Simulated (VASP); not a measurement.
Input of a VASP 6.6.1 run:

INCAR

```
ALGO = Fast ; EDIFF = 1E-7
ENCUT = 520 ; GGA = CA
ISIF = 2 ; ISMEAR = 0
LASPH = True ; LCHARG = False
LREAL = False ; LWAVE = False
NBANDS = 13 ; NELM = 80
PREC = Accurate ; SIGMA = 0.15
```

Contents of KPOINTS:

```
k-points
0
Gamma
  20 20 20
```

The input POSCAR:

```
Sn
1.0
   -1.6833755250      1.7311583250      2.3383420000
    1.6833755250     -1.7311583250      2.3383420000
    1.6833755250      1.7311583250     -2.3383420000
Sn
1
Direct
    0.0000000000      0.0000000000      0.0000000000
```

Potentials or basis: VASP PAW LDA potentials, release 64 (Sn_d).

Run with:

```sh
$ cat potpaw_LDA.64/Sn_d/POTCAR > POTCAR
$ mpirun -np 1 vasp_std > vasp.out
```

(1) Predict the band gap on the k mesh.

(2) What does it give for the pressure?

## Answers

(1) zero (band 7 reaches 15.11 eV, above the bottom of band 8 at 5.82 eV).

(2) -2.7 GPa.

Caveat: the cell differs from its parent crystal (strain -0.025 along x and y, +0.000 along z); spin-orbit coupling is left out, which moves the levels of the heavy elements.
